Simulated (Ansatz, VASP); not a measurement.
## One calculation of SnO2, two programs

```
Sn O
1.0
     0.00000    2.57165    2.57165
     2.57165    0.00000    2.57165
     2.57165    2.57165    0.00000
Sn O
1 2
Direct
  0.00000 0.00000 0.00000
  0.24719 0.24719 0.24719
  0.74719 0.74719 0.74719
```

Change from the starting cell: all O atoms moved +0.025 Å, as atom 2 towards its neighbour atom 1 (Sn) at 2.227 Å.

Alike in both runs: task single point; functional PBE; k mesh 16 × 16 × 16; occupations gaussian, width 0.15 eV; no spin polarisation.

```csv
,VASP,Ansatz
version,VASP 6.6.1,Ansatz 0.2.0
potentials or method,"VASP PAW PBE potentials, release 64 (Sn_d, O), cutoff 520 eV","scalar-relativistic, plane waves, PAW"
valence electrons in the cell,26,26
```

```tsv
	VASP	Ansatz	Ansatz less VASP
gap on the k mesh at the Fermi level (eV)	none	none	-
pressure (GPa)	0.6	0.0	-0.54
rms of the force components (eV/Å)	0.083	0.079	-0.0042
```

Atom by atom the forces differ by 0.004 eV/Å (rms over components). A gap of «none» marks a metal or a gap that the smearing closes.
